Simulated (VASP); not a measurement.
# CdSnO2 (P4mm) in VASP: single point with PBE

Aim: the single point of CdSnO2 with PBE.

Program: VASP 6.6.1. These are calculated values, not measurements. Logs are shortened: lines on timing, memory, paths and dates and some standing lists are left out, and cuts for length are marked.

### 1 The cell of the first run

It takes space group P4mm (No. 99, tetragonal). Conventional cell: a = 4.005 Å, b = 4.005 Å, c = 4.689 Å, α = 90.00°, β = 90.00°, γ = 90.00°. Cd (site symmetry 4mm) has 4 O at 2.23 Å within 2.9 Å. Within 3.0 Å of Sn (site symmetry 4mm) lie 4 O at 2.24 Å. O (site symmetry 2mm) has 2 Cd at 2.23 Å and 2 Sn at 2.24 Å and 4 O at 2.83 Å within 2.9 Å.

### 2 Single point, PBE

Contents of INCAR:

```
PREC     = Accurate       # precision mode
ENCUT    = 600            # plane-wave cutoff, eV
EDIFF    = 1E-6           # SCF threshold, eV
ISMEAR   = 0              # smearing method
SIGMA    = 0.15           # smearing width, eV
LREAL    = False          # projectors in reciprocal space
LASPH    = True           # aspherical terms in the spheres
NELM     = 120            # most SCF steps
ALGO     = Normal         # electronic algorithm
ISIF     = 2              # what is computed and relaxed
LWAVE    = False          # write WAVECAR
LCHARG   = False          # write CHGCAR
GGA      = PE             # functional
NBANDS   = 27             # bands
GGA_COMPAT= False
```

Contents of KPOINTS:

```
regular mesh
0
Gamma
  4 4 3
```

Contents of POSCAR:

```
CdSnO2
1.0
    4.0052014132      0.0000000000      0.0000000000
    0.0000000000      4.0052014132      0.0000000000
    0.0000000000      0.0000000000      4.6890035244
Cd Sn O
1 1 2
Direct
    0.5000000000      0.5000000000      0.7911083668
    0.0000000000      0.0000000000      0.2110180121
    0.0000000000      0.5000000000     -0.0010631895
    0.5000000000      0.0000000000     -0.0010631895
```

Potentials or basis: VASP PAW PBE potentials, release 64 (Cd, Sn_d, O).

The run is started by

```bash
$ cat potpaw_PBE.64/Cd/POTCAR potpaw_PBE.64/Sn_d/POTCAR potpaw_PBE.64/O/POTCAR > POTCAR
$ mpirun -np 1 vasp_std > vasp.out
```

OUTCAR:

```text
PREC = Accurate
   ENCUT = 600
   EDIFF = 1E-6
   ISMEAR = 0
   LREAL = False
   LASPH = True
   NELM = 120
   ISIF = 2
   GGA = PE

 ion  position               nearest neighbor table
   1  0.500  0.500  0.791-   3 2.23   4 2.23   4 2.23   3 2.23   2 3.45   2 3.45   2 3.45   2 3.45

   2  0.000  0.000  0.211-   3 2.24   4 2.24   3 2.24   4 2.24   1 3.45   1 3.45   1 3.45   1 3.45

   3  0.000  0.500  0.999-   1 2.23   1 2.23   2 2.24   2 2.24
   4  0.500  0.000  0.999-   1 2.23   1 2.23   2 2.24   2 2.24

  LATTYP: Found a simple tetragonal cell.
 ALAT       =     4.0052014132
 C/A-ratio  =     1.1707285204

  Lattice vectors:

 A1 = (   4.0052014132,   0.0000000000,   0.0000000000)
 A2 = (   0.0000000000,   4.0052014132,   0.0000000000)
 A3 = (   0.0000000000,   0.0000000000,   4.6890035244)

Analysis of symmetry for initial positions (statically):
=====================================================================
 Subroutine PRICEL returns:
 Original cell was already a primitive cell.

 Routine SETGRP: Setting up the symmetry group for a
 simple tetragonal supercell.

 Subroutine GETGRP returns: Found  8 space group operations
 (whereof  8 operations were pure point group operations)
 out of a pool of 16 trial point group operations.

The static configuration has the point symmetry C_4v.

Analysis of symmetry for dynamics (positions and initial velocities):
=====================================================================
 Subroutine PRICEL returns:
 Original cell was already a primitive cell.

 Routine SETGRP: Setting up the symmetry group for a
 simple tetragonal supercell.

 Subroutine GETGRP returns: Found  8 space group operations
 (whereof  8 operations were pure point group operations)
 out of a pool of 16 trial point group operations.

The dynamic configuration has the point symmetry C_4v.

 Subroutine INISYM returns: Found  8 space group operations
 (whereof  8 operations are pure point group operations),
 and found     1 'primitive' translations

----------------------------------------------------------------------------------------

                                     Primitive cell

  volume of cell :      75.2193

  direct lattice vectors                    reciprocal lattice vectors
     4.005201413  0.000000000  0.000000000     0.249675334  0.000000000  0.000000000
     0.000000000  4.005201413  0.000000000     0.000000000  0.249675334  0.000000000
     0.000000000  0.000000000  4.689003524     0.000000000  0.000000000  0.213264928

  length of vectors
     4.005201413  4.005201413  4.689003524     0.249675334  0.249675334  0.213264928

  position of ions in fractional coordinates (direct lattice)
     0.500000000  0.500000000  0.791108367
     0.000000000  0.000000000  0.211018012
     0.000000000  0.500000000  0.998936810
     0.500000000  0.000000000  0.998936810

  ion indices of the primitive-cell ions
   primitive index   ion index
                 1           1
                 2           2
                 3           3
                 4           4

----------------------------------------------------------------------------------------

 KPOINTS: regular mesh

Automatic generation of k-mesh.
 Grid dimensions read from file:
 generate k-points for:    4    4    3

 Generating k-lattice:

  Cartesian coordinates                     Fractional coordinates (reciprocal lattice)
     0.062418833  0.000000000  0.000000000     0.250000000  0.000000000  0.000000000
     0.000000000  0.062418833  0.000000000     0.000000000  0.250000000  0.000000000
     0.000000000  0.000000000  0.071088309     0.000000000  0.000000000  0.333333333

  Length of vectors
     0.062418833  0.062418833  0.071088309

  Shift w.r.t. Gamma in fractional coordinates (k-lattice)
     0.000000000  0.000000000  0.000000000

 Subroutine IBZKPT returns following result:
 ===========================================

 Found     12 irreducible k-points:

 Following reciprocal coordinates:
            Coordinates               Weight
  0.000000  0.000000  0.000000      1.000000
  0.250000  0.000000  0.000000      4.000000
  0.500000  0.000000  0.000000      2.000000
  0.250000  0.250000  0.000000      4.000000
  0.500000  0.250000  0.000000      4.000000
  0.500000  0.500000  0.000000      1.000000
  0.000000  0.000000  0.333333      2.000000
  0.250000  0.000000  0.333333      8.000000
  0.500000  0.000000  0.333333      4.000000
  0.250000  0.250000  0.333333      8.000000
  0.500000  0.250000  0.333333      8.000000
  0.500000  0.500000  0.333333      2.000000
   k-points           NKPTS =     12   k-points in BZ     NKDIM =     12   number of bands    NBANDS=     27
   number of dos      NEDOS =    301   number of ions     NIONS =      4
   total plane-waves  NPLWV =  40960
   dimension x,y,z NGX =    32 NGY =   32 NGZ =   40
   dimension x,y,z NGXF=    64 NGYF=   64 NGZF=   80
   ions per type =               1   1   2
   NGX,Y,Z   is equivalent  to a cutoff of  13.28, 13.28, 14.18 a.u.
   NGXF,Y,Z  is equivalent  to a cutoff of  26.56, 26.56, 28.36 a.u.
 SYSTEM =  unknown system
   PREC   = accura    normal or accurate (medium, high low for compatibility)
   ISTART =      0    job   : 0-new  1-cont  2-samecut
   ICHARG =      2    charge: 1-file 2-atom 10-const
   ISPIN  =      1    spin polarized calculation?
   LNONCOLLINEAR =      F non collinear calculations
   LSORBIT =      F    spin-orbit coupling
   LASPH  =      T    aspherical Exc in radial PAW
   ENCUT  =  600.0 eV  44.10 Ry    6.64 a.u.   8.00  8.00  9.37*2*pi/ulx,y,z
   NELM   =    120;   NELMIN=  2; NELMDL= -5     # of ELM steps
   EDIFF  = 0.1E-05   stopping-criterion for ELM
   LREAL  =      F    real-space projection
[... 7 lines left out ...]
   TEBEG  =    0.0;   TEEND  =   0.0 temperature during run
   PSTRESS=    0.0 pullay stress
   NELECT =      38.0000    total number of electrons
   NUPDOWN=      -1.0000    fix difference up-down
   EMIN   =  10.00;   EMAX   =-10.00  energy-range for DOS
   EFERMI =   0.00;   METHOD = LEGACY
   ISMEAR =     0;   SIGMA  =   0.15  broadening in eV -4-tet -1-fermi 0-gaus
   EFERMI_NEDOS =   21; number of points for ismear=-14 and -15
   IALGO  =     38    algorithm
   IMIX   =      4    mixing-type and parameters
     AMIX     =   0.40;   BMIX     =  1.00
     AMIX_MAG =   1.60;   BMIX_MAG =  1.00
  volume/ion in A,a.u.               =      18.80       126.90
  Fermi-wavevector in a.u.,A,eV,Ry     =   1.303846  2.463912 23.130097  1.700014
  Thomas-Fermi vector in A             =   2.434821
   LORBIT       =      0    0 simple, 1 ext, 2 COOP (PROOUT), +10 PAW based schemes
   GGA     = PE    functional components
   LHFCALC =     F    Hartree Fock is set to
   AEXX    =    0.0000 exact exchange contribution
   IVDW    =     0    specifies the selected vdW correction
   LEPSILON=     F    determine dielectric tensor
   LRPA    =     F    only Hartree local field effects (RPA)
 non-spin polarized calculation
 Gauss-broadening in eV      SIGMA  =   0.15
  energy-cutoff  :      600.00
  volume of cell :       75.22
 maximum number of plane-waves:      2544
 NGX is ok and might be reduce to    32
   NGX = 15   NGY = 15   NGZ = 19

 number of electron      38.0000008 magnetization

 Free energy of the ion-electron system (eV)
  ---------------------------------------------------
  ext. energy  EPLUGINS =         0.00000000
  ---------------------------------------------------
  free energy    TOTEN  =       -18.42755538 eV

  energy without entropy =      -18.42755537  energy(sigma->0) =      -18.42755538

 E-fermi :   3.3145     XC(G=0):  -9.6358

 val. band max:        2.7606058113   @ k =   0.5000   0.0000   0.3333
 cond. band min:       3.8546219945   @ k =   0.5000   0.0000   0.0000
 fundamental gap:      1.0940161832
 Fermi energy:         3.3144844840

 k-point     1 :       0.0000    0.0000    0.0000
  band No.  band energies     occupation
      1     -17.7545      2.00000
      2     -17.5417      2.00000
      3     -17.5242      2.00000
      4     -17.5242      2.00000
      5     -17.4744      2.00000
      6     -15.2214      2.00000
[... 19 lines left out ...]
     26      12.5052      0.00000
     27      12.5332      0.00000

 k-point     2 :       0.2500    0.0000    0.0000
  band No.  band energies     occupation
      1     -17.7200      2.00000
      2     -17.5851      2.00000
      3     -17.5234      2.00000
      4     -17.5080      2.00000
      5     -17.4797      2.00000
      6     -14.9656      2.00000
[... 19 lines left out ...]
     26      12.7523      0.00000
     27      12.8143      0.00000

 k-point     3 :       0.5000    0.0000    0.0000
  band No.  band energies     occupation
      1     -17.6623      2.00000
      2     -17.6491      2.00000
      3     -17.5225      2.00000
      4     -17.4930      2.00000
      5     -17.4851      2.00000
      6     -14.3882      2.00000
[... 19 lines left out ...]
     26      12.6991      0.00000
     27      13.0710      0.00000

 k-point     4 :       0.2500    0.2500    0.0000
  band No.  band energies     occupation
      1     -17.6905      2.00000
      2     -17.6021      2.00000
      3     -17.5229      2.00000
      4     -17.5033      2.00000
      5     -17.4855      2.00000
      6     -14.7620      2.00000
[... 19 lines left out ...]
     26      12.5493      0.00000
     27      12.6762      0.00000

 k-point     5 :       0.5000    0.2500    0.0000
  band No.  band energies     occupation
      1     -17.6468      2.00000
      2     -17.6448      2.00000
      3     -17.5169      2.00000
      4     -17.4918      2.00000
      5     -17.4913      2.00000
      6     -14.3172      2.00000
[... 19 lines left out ...]
     26      12.8072      0.00000
     27      13.2507      0.00000

 k-point     6 :       0.5000    0.5000    0.0000
  band No.  band energies     occupation
      1     -17.6445      2.00000
      2     -17.6445      2.00000
      3     -17.4976      2.00000
      4     -17.4932      2.00000
      5     -17.4905      2.00000
      6     -14.2432      2.00000
[... 19 lines left out ...]
     26      13.0514      0.00000
     27      13.0514      0.00000

 k-point     7 :       0.0000    0.0000    0.3333
  band No.  band energies     occupation
      1     -17.7532      2.00000
      2     -17.5405      2.00000
      3     -17.5250      2.00000
      4     -17.5250      2.00000
      5     -17.4743      2.00000
      6     -15.2003      2.00000
[... 19 lines left out ...]
     26      13.0650      0.00000
     27      13.6469      0.00000

 k-point     8 :       0.2500    0.0000    0.3333
  band No.  band energies     occupation
      1     -17.7195      2.00000
      2     -17.5872      2.00000
      3     -17.5243      2.00000
      4     -17.5059      2.00000
      5     -17.4797      2.00000
      6     -14.9470      2.00000
[... 19 lines left out ...]
     26      13.2511      0.00000
     27      13.6045      0.00000

 k-point     9 :       0.5000    0.0000    0.3333
  band No.  band energies     occupation
      1     -17.6620      2.00000
      2     -17.6529      2.00000
      3     -17.5235      2.00000
      4     -17.4902      2.00000
      5     -17.4851      2.00000
      6     -14.3808      2.00000
[... 19 lines left out ...]
     26      12.3088      0.00000
     27      14.0511      0.00000

 k-point    10 :       0.2500    0.2500    0.3333
  band No.  band energies     occupation
      1     -17.6910      2.00000
      2     -17.6047      2.00000
      3     -17.5235      2.00000
      4     -17.5009      2.00000
      5     -17.4854      2.00000
      6     -14.7459      2.00000
[... 19 lines left out ...]
     26      12.8240      0.00000
     27      14.0289      0.00000

 k-point    11 :       0.5000    0.2500    0.3333
  band No.  band energies     occupation
      1     -17.6501      2.00000
      2     -17.6460      2.00000
      3     -17.5171      2.00000
      4     -17.4912      2.00000
      5     -17.4891      2.00000
      6     -14.3093      2.00000
[... 19 lines left out ...]
     26      12.6478      0.00000
     27      13.7841      0.00000

 k-point    12 :       0.5000    0.5000    0.3333
  band No.  band energies     occupation
      1     -17.6472      2.00000
      2     -17.6472      2.00000
      3     -17.4973      2.00000
      4     -17.4931      2.00000
      5     -17.4875      2.00000
      6     -14.2348      2.00000
[... 19 lines left out ...]
     26      11.2251      0.00000
     27      14.1219      0.00000

------------------------ aborting loop because EDIFF is reached ----------------------------------------

  FORCE on cell =-STRESS in cart. coord.  units (eV):
  Direction    XX          YY          ZZ          XY          YZ          ZX
  --------------------------------------------------------------------------------------
  -------------------------------------------------------------------------------------
  Total        0.4257552      0.4257552      0.1769803      0.0000000     -0.0000000      0.0000000
  in kB        9.0686202      9.0686202      3.7696959      0.0000000     -0.0000000      0.0000000
  external PRESSURE =       7.3023121 kB  Pullay stress =       0.0000000 kB

 VOLUME and BASIS-vectors are now :
 -----------------------------------------------------------------------------
  energy-cutoff  :      600.00
  volume of cell :       75.22
      direct lattice vectors                 reciprocal lattice vectors
     4.005201413  0.000000000  0.000000000     0.249675334  0.000000000  0.000000000
     0.000000000  4.005201413  0.000000000     0.000000000  0.249675334  0.000000000
     0.000000000  0.000000000  4.689003524     0.000000000  0.000000000  0.213264928

 POSITION                                       TOTAL-FORCE (eV/Angst)
 -----------------------------------------------------------------------------------
      2.00260      2.00260      3.70951         0.000000     -0.000000     -0.118987
      0.00000      0.00000      0.98946         0.000000      0.000000      0.048331
      0.00000      2.00260      4.68402         0.000000      0.000000      0.035328
      2.00260      0.00000      4.68402         0.000000      0.000000      0.035328
 -----------------------------------------------------------------------------------
    total drift:                                0.000000     -0.000000     -0.000734

  FREE ENERGIE OF THE ION-ELECTRON SYSTEM (eV)
  ---------------------------------------------------
  free  energy   TOTEN  =       -18.4275553847 eV

  energy  without entropy=      -18.4275553680  energy(sigma->0) =      -18.42755538
```

Wall time 16 s (1 thread of Intel Xeon Platinum 8559C (Emerald Rapids), shared host); peak memory 0.2 GiB.

What came out:

| Item | Value |
| --- | --- |
| Free energy | -18.4276 eV |
| Pressure | 0.7 GPa |
| Largest force | 0.119 eV/Å |
| Band gap on the k mesh | 1.09 eV, indirect (least direct gap 1.53 eV) |

Forces in eV/Å, atoms in the order of the input:
```
Cd   0.000  0.000 -0.119
Sn   0.000  0.000  0.048
O    0.000  0.000  0.035
O    0.000  0.000  0.035
```

Caveat: the k points lie up to 0.45 Å⁻¹ apart; spin-orbit coupling is left out, which moves the levels of the heavy elements. A k mesh can miss the band edges.
